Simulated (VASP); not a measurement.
# P (Imma) in VASP: notebook

Runs on P. Level: PBEsol. Tasks: single point.

Program: VASP 6.6.1. These are calculated values, not measurements. Logs are shortened: lines on timing, memory, paths and dates and some standing lists are left out, and cuts for length are marked.

**1. The cell of the first run**

The structure is orthorhombic, space group Imma (No. 74). Conventional cell: a = 3.501 Å, b = 4.772 Å, c = 3.735 Å, α = 90.00°, β = 90.00°, γ = 90.00°. Within 3.1 Å of P (site symmetry mm2) lie 6 P at 2.33 to 2.81 Å.

**2. Single point, PBEsol**

The input, INCAR:

```
SYSTEM = P
PREC = Accurate
ENCUT = 520
EDIFF = 1E-7
ISMEAR = 0
SIGMA = 0.02
LREAL = .False.
LASPH = .True.
NELM = 80
ALGO = Normal
ISIF = 2
LWAVE = .False.
LCHARG = .True.
GGA = PS
LELF = .True.
LVHAR = .True.
NBANDS = 18
```

The input, KPOINTS:

```
regular mesh
0
Gamma
  8 1 6
  0 0 0
```

The input, POSCAR:

```
P
1.0
    3.5009871617      0.0000000000      0.0000000000
    0.0000000000      4.7716961182      0.0000000000
    0.0000000000      0.0000000000      3.7353130620
P
4
Direct
    0.0000000000      0.7499961867      0.5441707585
    0.0000000000      0.2500038133      0.4558292415
    0.5000000000      0.2500038133      0.0441707585
    0.5000000000      0.7499961867      0.9558292415
```

Potentials or basis: VASP PAW PBE potentials, release 64 (P).

Run with:

```bash
$ cat potpaw_PBE.64/P/POTCAR > POTCAR
$ mpirun -np 1 vasp_std > vasp.out
```

OUTCAR:

```text
SYSTEM = P
   PREC = Accurate
   ENCUT = 520
   EDIFF = 1E-7
   ISMEAR = 0
   LREAL = .False.
   LASPH = .True.
   NELM = 80
   ISIF = 2
   GGA = PS

 ion  position               nearest neighbor table
   1  0.000  0.750  0.544-   4 2.33   4 2.33   2 2.41   2 2.41   4 2.81   4 2.81
   2  0.000  0.250  0.456-   3 2.33   3 2.33   1 2.41   1 2.41   3 2.81   3 2.81
   3  0.500  0.250  0.044-   2 2.33   2 2.33   4 2.41   4 2.41   2 2.81   2 2.81
   4  0.500  0.750  0.956-   1 2.33   1 2.33   3 2.41   3 2.41   1 2.81   1 2.81

  LATTYP: Found a simple orthorhombic cell.
 ALAT       =     3.5009871617
 B/A-ratio  =     1.0669313795
 C/A-ratio  =     1.3629573311

  Lattice vectors:

 A1 = (  -3.5009871617,   0.0000000000,   0.0000000000)
 A2 = (   0.0000000000,   0.0000000000,   3.7353130620)
 A3 = (   0.0000000000,   4.7716961182,   0.0000000000)

Analysis of symmetry for initial positions (statically):
=====================================================================
 Subroutine PRICEL returns:
 Original cell was already a primitive cell.

 Routine SETGRP: Setting up the symmetry group for a
 simple orthorhombic supercell.

 Subroutine GETGRP returns: Found  8 space group operations
 (whereof  4 operations were pure point group operations)
 out of a pool of  8 trial point group operations.

The static configuration has the point symmetry C_2h.
 The point group associated with its full space group is D_2h.

Analysis of symmetry for dynamics (positions and initial velocities):
=====================================================================
 Subroutine PRICEL returns:
 Original cell was already a primitive cell.

 Routine SETGRP: Setting up the symmetry group for a
 simple orthorhombic supercell.

 Subroutine GETGRP returns: Found  8 space group operations
 (whereof  4 operations were pure point group operations)
 out of a pool of  8 trial point group operations.

The dynamic configuration has the point symmetry C_2h.
 The point group associated with its full space group is D_2h.

 Subroutine INISYM returns: Found  8 space group operations
 (whereof  4 operations are pure point group operations),
 and found     1 'primitive' translations

----------------------------------------------------------------------------------------

                                     Primitive cell

  volume of cell :      62.4008

  direct lattice vectors                    reciprocal lattice vectors
     3.500987162  0.000000000  0.000000000     0.285633724  0.000000000  0.000000000
     0.000000000  4.771696118  0.000000000     0.000000000  0.209569087  0.000000000
     0.000000000  0.000000000  3.735313062     0.000000000  0.000000000  0.267715178

  length of vectors
     3.500987162  4.771696118  3.735313062     0.285633724  0.209569087  0.267715178

  position of ions in fractional coordinates (direct lattice)
     0.000000000  0.749996187  0.544170759
     0.000000000  0.250003813  0.455829241
     0.500000000  0.250003813  0.044170759
     0.500000000  0.749996187  0.955829241

  ion indices of the primitive-cell ions
   primitive index   ion index
                 1           1
                 2           2
                 3           3
                 4           4

----------------------------------------------------------------------------------------

 KPOINTS: regular mesh

Automatic generation of k-mesh.
 Grid dimensions read from file:
 generate k-points for:    8    1    6

 Generating k-lattice:

  Cartesian coordinates                     Fractional coordinates (reciprocal lattice)
     0.035704215  0.000000000  0.000000000     0.125000000  0.000000000  0.000000000
     0.000000000  0.209569087  0.000000000     0.000000000  1.000000000  0.000000000
     0.000000000  0.000000000  0.044619196     0.000000000  0.000000000  0.166666667

  Length of vectors
     0.035704215  0.209569087  0.044619196

  Shift w.r.t. Gamma in fractional coordinates (k-lattice)
     0.000000000  0.000000000  0.000000000

 Subroutine IBZKPT returns following result:
 ===========================================

 Found     20 irreducible k-points:

 Following reciprocal coordinates:
            Coordinates               Weight
  0.000000  0.000000  0.000000      1.000000
  0.125000  0.000000  0.000000      2.000000
  0.250000  0.000000  0.000000      2.000000
  0.375000  0.000000  0.000000      2.000000
  0.500000  0.000000  0.000000      1.000000
  0.000000  0.000000  0.166667      2.000000
[... 12 lines left out ...]
  0.375000  0.000000  0.500000      2.000000
  0.500000  0.000000  0.500000      1.000000
   k-points           NKPTS =     20   k-points in BZ     NKDIM =     20   number of bands    NBANDS=     18
   number of dos      NEDOS =    301   number of ions     NIONS =      4
   total plane-waves  NPLWV =  28224
   dimension x,y,z NGX =    28 NGY =   36 NGZ =   28
   dimension x,y,z NGXF=    56 NGYF=   72 NGZF=   56
   ions per type =               4
   NGX,Y,Z   is equivalent  to a cutoff of  13.30, 12.54, 12.46 a.u.
   NGXF,Y,Z  is equivalent  to a cutoff of  26.59, 25.08, 24.92 a.u.
 SYSTEM =  P
   PREC   = accura    normal or accurate (medium, high low for compatibility)
   ISTART =      0    job   : 0-new  1-cont  2-samecut
   ICHARG =      2    charge: 1-file 2-atom 10-const
   ISPIN  =      1    spin polarized calculation?
   LNONCOLLINEAR =      F non collinear calculations
   LSORBIT =      F    spin-orbit coupling
   LASPH  =      T    aspherical Exc in radial PAW
   ENCUT  =  520.0 eV  38.22 Ry    6.18 a.u.   6.51  8.87  6.95*2*pi/ulx,y,z
   NELM   =     80;   NELMIN=  2; NELMDL= -5     # of ELM steps
   EDIFF  = 0.1E-06   stopping-criterion for ELM
   LREAL  =      F    real-space projection
   EDIFFG = 0.1E-05   stopping-criterion for IOM
   NSW    =      0    number of steps for IOM
   IBRION =     -1    ionic relax: 0-MD 1-quasi-New 2-CG
   NFREE  =      0    steps in history (QN), initial steepest desc. (CG)
   ISIF   =      2    stress and relaxation
   ISYM   =      2    0-nonsym 1-usesym 2-fastsym
   POTIM  = 0.5000    time-step for ionic-motion
   TEBEG  =    0.0;   TEEND  =   0.0 temperature during run
   PSTRESS=    0.0 pullay stress
   NELECT =      20.0000    total number of electrons
   NUPDOWN=      -1.0000    fix difference up-down
   EMIN   =  10.00;   EMAX   =-10.00  energy-range for DOS
   EFERMI =   0.00;   METHOD = LEGACY
   ISMEAR =     0;   SIGMA  =   0.02  broadening in eV -4-tet -1-fermi 0-gaus
   EFERMI_NEDOS =   21; number of points for ismear=-14 and -15
   IALGO  =     38    algorithm
   IMIX   =      4    mixing-type and parameters
     AMIX     =   0.40;   BMIX     =  1.00
     AMIX_MAG =   1.60;   BMIX_MAG =  1.00
  volume/ion in A,a.u.               =      15.60       105.28
  Fermi-wavevector in a.u.,A,eV,Ry     =   1.120353  2.117159 17.077896  1.255190
  Thomas-Fermi vector in A             =   2.256998
   LORBIT       =      0    0 simple, 1 ext, 2 COOP (PROOUT), +10 PAW based schemes
   GGA     = PS    functional components
   LHFCALC =     F    Hartree Fock is set to
   AEXX    =    0.0000 exact exchange contribution
   IVDW    =     0    specifies the selected vdW correction
   LEPSILON=     F    determine dielectric tensor
   LRPA    =     F    only Hartree local field effects (RPA)
 non-spin polarized calculation
 Gauss-broadening in eV      SIGMA  =   0.02
  energy-cutoff  :      520.00
  volume of cell :       62.40
 maximum number of plane-waves:      1692
 NGX is ok and might be reduce to    28
   NGX = 13   NGY = 17   NGZ = 13

 number of electron      20.0000000 magnetization

 Free energy of the ion-electron system (eV)
  ---------------------------------------------------
  ext. energy  EPLUGINS =         0.00000000
  ---------------------------------------------------
  free energy    TOTEN  =       -26.25677462 eV

  energy without entropy =      -26.25674033  energy(sigma->0) =      -26.25675747

 E-fermi :   9.1274     XC(G=0): -11.0154

 val. band max:        9.0912219682   @ k =   0.0000   0.0000   0.3333
 cond. band min:       9.1600141169   @ k =   0.0000   0.0000   0.0000
 fundamental gap:      0.0687921487
 Fermi energy:         9.1273931217

 k-point     1 :       0.0000    0.0000    0.0000
  band No.  band energies     occupation
      1      -7.3072      2.00000
      2      -2.8204      2.00000
      3       0.3599      2.00000
      4       0.4661      2.00000
      5       3.6586      2.00000
      6       3.6852      2.00000
[... 10 lines left out ...]
     17      15.7018      0.00000
     18      15.9778      0.00000

 k-point     2 :       0.1250    0.0000    0.0000
  band No.  band energies     occupation
      1      -7.1373      2.00000
      2      -2.6480      2.00000
      3      -0.2909      2.00000
      4       0.6172      2.00000
      5       3.8232      2.00000
      6       3.8234      2.00000
[... 10 lines left out ...]
     17      15.1885      0.00000
     18      15.2512      0.00000

 k-point     3 :       0.2500    0.0000    0.0000
  band No.  band energies     occupation
      1      -6.6308      2.00000
      2      -2.1330      2.00000
      3      -1.7146      2.00000
      4       1.0647      2.00000
      5       3.0892      2.00000
      6       4.2773      2.00000
[... 10 lines left out ...]
     17      14.0170      0.00000
     18      16.1295      0.00000

 k-point     4 :       0.3750    0.0000    0.0000
  band No.  band energies     occupation
      1      -5.7978      2.00000
      2      -3.2638      2.00000
      3      -1.2818      2.00000
      4       1.3659      2.00000
      5       1.7873      2.00000
      6       3.8314      2.00000
[... 10 lines left out ...]
     17      15.5961      0.00000
     18      15.6596      0.00000

 k-point     5 :       0.5000    0.0000    0.0000
  band No.  band energies     occupation
      1      -4.6602      2.00000
      2      -4.6602      2.00000
      3      -0.1075      2.00000
      4      -0.1075      2.00000
      5       2.7397      2.00000
      6       2.7397      2.00000
[... 10 lines left out ...]
     17      14.6858      0.00000
     18      14.6858      0.00000

 k-point     6 :       0.0000    0.0000    0.1667
  band No.  band energies     occupation
      1      -7.0524      2.00000
      2      -2.8592      2.00000
      3      -0.4593      2.00000
      4       0.7040      2.00000
      5       3.9251      2.00000
      6       4.2051      2.00000
[... 10 lines left out ...]
     17      15.5837      0.00000
     18      16.3740      0.00000

 k-point     7 :       0.1250    0.0000    0.1667
  band No.  band energies     occupation
      1      -6.8844      2.00000
      2      -2.7086      2.00000
      3      -0.6808      2.00000
      4       0.8516      2.00000
      5       2.8312      2.00000
      6       4.0480      2.00000
[... 10 lines left out ...]
     17      15.7275      0.00000
     18      16.7206      0.00000

 k-point     8 :       0.2500    0.0000    0.1667
  band No.  band energies     occupation
      1      -6.3844      2.00000
      2      -2.3940      2.00000
      3      -1.4079      2.00000
      4       1.2865      2.00000
      5       2.3868      2.00000
      6       2.9563      2.00000
[... 10 lines left out ...]
     17      15.0679      0.00000
     18      16.1252      0.00000
[... 145 lines left out ...]
     17      17.5449      0.00000
     18      17.5449      0.00000

 k-point    16 :       0.0000    0.0000    0.5000
  band No.  band energies     occupation
      1      -5.1108      2.00000
      2      -5.1108      2.00000
      3       0.3544      2.00000
      4       0.3544      2.00000
      5       2.5174      2.00000
      6       2.5174      2.00000
[... 10 lines left out ...]
     17      16.1473      0.00000
     18      16.1473      0.00000

 k-point    17 :       0.1250    0.0000    0.5000
  band No.  band energies     occupation
      1      -4.9646      2.00000
      2      -4.9646      2.00000
      3       0.4617      2.00000
      4       0.4617      2.00000
      5       2.6194      2.00000
      6       2.6194      2.00000
[... 10 lines left out ...]
     17      16.9542      0.00000
     18      16.9542      0.00000

 k-point    18 :       0.2500    0.0000    0.5000
  band No.  band energies     occupation
      1      -4.5490      2.00000
      2      -4.5490      2.00000
      3       0.6005      2.00000
      4       0.6005      2.00000
      5       2.5558      2.00000
      6       2.5558      2.00000
[... 10 lines left out ...]
     17      17.3686      0.00000
     18      17.3686      0.00000

 k-point    19 :       0.3750    0.0000    0.5000
  band No.  band energies     occupation
      1      -3.9749      2.00000
      2      -3.9749      2.00000
      3       0.0036      2.00000
      4       0.0036      2.00000
      5       2.3364      2.00000
      6       2.3364      2.00000
[... 10 lines left out ...]
     17      17.6631      0.00000
     18      17.6631      0.00000

 k-point    20 :       0.5000    0.0000    0.5000
  band No.  band energies     occupation
      1      -3.6345      2.00000
      2      -3.6345      2.00000
      3      -0.5257      2.00000
      4      -0.5257      2.00000
      5       2.7462      2.00000
      6       2.7462      2.00000
[... 10 lines left out ...]
     17      17.7910      0.00000
     18      17.7912      0.00000

------------------------ aborting loop because EDIFF is reached ----------------------------------------

  FORCE on cell =-STRESS in cart. coord.  units (eV):
  Direction    XX          YY          ZZ          XY          YZ          ZX
  --------------------------------------------------------------------------------------
  -------------------------------------------------------------------------------------
  Total        0.3696320      0.4500022      0.4167016      0.0000000     -0.0000000      0.0000000
  in kB        9.4905159     11.5540672     10.6990546      0.0000000     -0.0000000      0.0000000
  external PRESSURE =      10.5812126 kB  Pullay stress =       0.0000000 kB

 VOLUME and BASIS-vectors are now :
 -----------------------------------------------------------------------------
  energy-cutoff  :      520.00
  volume of cell :       62.40
      direct lattice vectors                 reciprocal lattice vectors
     3.500987162  0.000000000  0.000000000     0.285633724  0.000000000  0.000000000
     0.000000000  4.771696118  0.000000000     0.000000000  0.209569087  0.000000000
     0.000000000  0.000000000  3.735313062     0.000000000  0.000000000  0.267715178

 POSITION                                       TOTAL-FORCE (eV/Angst)
 -----------------------------------------------------------------------------------
      0.00000      3.57875      2.03265         0.000000      0.000190      0.026836
      0.00000      1.19294      1.70266         0.000000     -0.000190     -0.026836
      1.75049      1.19294      0.16499         0.000000     -0.000190      0.026836
      1.75049      3.57875      3.57032        -0.000000      0.000190     -0.026836
 -----------------------------------------------------------------------------------
    total drift:                               -0.000000     -0.000000     -0.000000

  FREE ENERGIE OF THE ION-ELECTRON SYSTEM (eV)
  ---------------------------------------------------
  free  energy   TOTEN  =       -26.2567746194 eV

  energy  without entropy=      -26.2567403281  energy(sigma->0) =      -26.25675747
```

Wall time 26 s (1 thread of Oxide Virtual Turin-like, shared host); peak memory 0.13 GiB.

What came out:

- Free energy: -26.2568 eV
- Pressure: 1.1 GPa
- Largest force: 0.027 eV/Å
- Band gap on the k mesh: 0.07 eV

Forces on the atoms (eV/Å):
```
P    0.000  0.000  0.027
P    0.000  0.000 -0.027
P    0.000  0.000  0.027
P    0.000  0.000 -0.027
```

Stress tensor (GPa, compression positive):
```
0.95 0.00 0.00
0.00 1.16 0.00
0.00 0.00 1.07
```

Caveat: the k points lie up to 1.32 Å⁻¹ apart; the PAW data sets were made with another functional, which shifts forces and pressure a little.

**3. Single point, PBEsol**

This run uses another cell than the first one, of 13.94 Å³/atom, 0.893 times its volume.

The input, INCAR:

```
SYSTEM = P
PREC = Accurate
ENCUT = 520
EDIFF = 1E-6
ISMEAR = 0
SIGMA = 0.01
LREAL = .FALSE.
LASPH = .TRUE.
NELM = 80
ALGO = Normal
ISIF = 2
LWAVE = .FALSE.
LCHARG = .TRUE.
GGA = PS
LELF = .TRUE.
LVHAR = .TRUE.
NBANDS = 18
```

The input, KPOINTS:

```
Automatic mesh
0
G
  10 8 10
  0 0 0
```

The input, POSCAR:

```
P
1.0
    3.4040929719      0.0000000000      0.0000000000
    0.0000000000      4.8028154789      0.0000000000
    0.0000000000      0.0000000000      3.4093808506
P
4
Direct
    0.0000000000      0.7500000000      0.5187207552
    0.0000000000      0.2500000000      0.4812792448
    0.5000000000      0.2500000000      0.0187207552
    0.5000000000      0.7500000000      0.9812792448
```

Potentials or basis: VASP PAW PBE potentials, release 64 (P).

Run with:

```bash
$ cat potpaw_PBE.64/P/POTCAR > POTCAR
$ mpirun -np 1 vasp_std > vasp.out
```

It took 95 s on 1 thread of Oxide Virtual Turin-like, shared host; peak memory 0.22 GiB.

Results (log left out):

- Free energy: -23.1003 eV
- Pressure: 4.1 GPa
- Largest force: 0.014 eV/Å
- Band gap on the k mesh: zero (band 10 reaches 11.47 eV, above the bottom of band 11 at 9.43 eV)

Forces on the atoms (eV/Å):
```
P    0.000  0.000  0.014
P    0.000  0.000 -0.014
P    0.000  0.000  0.014
P    0.000  0.000 -0.014
```

Stress tensor (GPa, compression positive):
```
4.07 0.00 0.00
0.00 4.14 0.00
0.00 0.00 4.06
```

Levels at points of the mesh, in eV from the Fermi level:
```csv
k point,band 8,band 9,band 10,band 11,band 12,band 13
"(0.00, 0.00, 0.00)",-2.46,-2.43,-1.35,0.22,3.70,3.71
"(0.50, 0.00, 0.00)",-2.82,-1.60,-1.60,0.58,0.58,3.53
"(0.00, 0.50, 0.00)",-4.59,-3.27,-3.27,1.58,1.58,4.73
"(0.50, 0.50, 0.00)",-2.23,-1.05,-1.05,-1.05,-1.05,1.30
"(0.00, 0.00, 0.50)",-3.05,-1.38,-1.38,0.49,0.49,3.48
"(0.50, 0.00, 0.50)",-5.75,-5.71,-5.71,0.30,0.30,8.03
"(0.00, 0.50, 0.50)",-1.67,-1.63,-1.63,-0.98,-0.98,1.01
"(0.50, 0.50, 0.50)",-8.01,0.35,0.35,0.35,0.35,5.63
```

Caveat: the PAW data sets were made with another functional, which shifts forces and pressure a little.
